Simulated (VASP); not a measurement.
Wanted: the native input for a VASP 6.6.1 run.

```yaml
Task: relaxation of the atoms
Functional: PBE
Potentials_or_basis: VASP PAW PBE potentials, release 64 (Ta_pv, Si)
Cutoff: 450 eV
k_mesh: 4 × 4 × 1
Occupations: gaussian, width 0.1 eV
Spin: no spin polarisation
Dipole_correction: yes
Atoms_held_fixed_from_0: "[0, 1, 2, 3, 4, 5, 6, 7, 8, 9, 10, 11, 12, 13, 14, 15]"
Further_INCAR_settings: ALGO = Normal; EDIFF = 1e-07; NELMDL = -8; IBRION = 2; EDIFFG = -0.025; NSW = 36
Atoms_held_along_some_axes_from_0: atom 16 along a and b
```

The structure of Ta16Si lies in POSCAR:

```
Ta16Si
1.0
    6.6379342679      0.0000000000      0.0000000000
    0.0000000000      6.6379342679      0.0000000000
    0.0000000000      0.0000000000     20.2996559574
Ta Si
16 1
Selective dynamics
Direct
    0.2500000000      0.2500000000      0.1970476745  F F F
    0.2500000000      0.7500000000      0.1970476745  F F F
    0.7500000000      0.2500000000      0.1970476745  F F F
    0.7500000000      0.7500000000      0.1970476745  F F F
    0.0000000000      0.0000000000      0.2787970190  F F F
    0.0000000000      0.5000000000      0.2787970190  F F F
    0.5000000000      0.0000000000      0.2787970190  F F F
    0.5000000000      0.5000000000      0.2787970190  F F F
    0.2500000000      0.2500000000      0.3599139064  F F F
    0.2500000000      0.7500000000      0.3599139064  F F F
    0.7500000000      0.2500000000      0.3599139064  F F F
    0.7500000000      0.7500000000      0.3599139064  F F F
    0.0000000000      0.0000000000      0.4334879357  F F F
    0.0000000000      0.5000000000      0.4334879357  F F F
    0.5000000000      0.0000000000      0.4334879357  F F F
    0.5000000000      0.5000000000      0.4334879357  F F F
    0.2500000000      0.2500000000      0.4857055695  F F T
```

One way to write it, as run:

INCAR

```
PREC = Accurate
ENCUT = 450
EDIFF = 1E-7
ISMEAR = 0
SIGMA = 0.1
LREAL = False
LASPH = True
NELM = 120
ALGO = Normal
ISIF = 2
LWAVE = False
LCHARG = False
LDIPOL = True
IDIPOL = 3
DIPOL = 0.5 0.5 0.327
GGA = PE
IBRION = 2
NSW = 36
EDIFFG = -0.025
GGA_COMPAT = False
NELMIN = 4
NELMDL = -8
KPAR = 4
```

KPOINTS

```
regular mesh
0
Gamma
  4 4 1
```

Potentials or basis: VASP PAW PBE potentials, release 64 (Ta_pv, Si).

Launch:

```bash
$ cat potpaw_PBE.64/Ta_pv/POTCAR potpaw_PBE.64/Si/POTCAR > POTCAR
$ mpirun -np 4 vasp_std > vasp.out
```

It gave:

```yaml
Energy_gained_by_relaxing: 7.4 meV/atom
Ionic_steps: 3
Band_gap_on_the_k_mesh: zero (bands 90 and 91 overlap by 0.84 eV)
```

Caveat: spin-orbit coupling is left out, which moves the levels of the heavy elements.

Run time: 24 min on 4 MPI ranks on Intel(R) Xeon(R) Platinum 8488C (Sapphire Rapids), on a shared host, peak memory 0.94 GiB a rank.
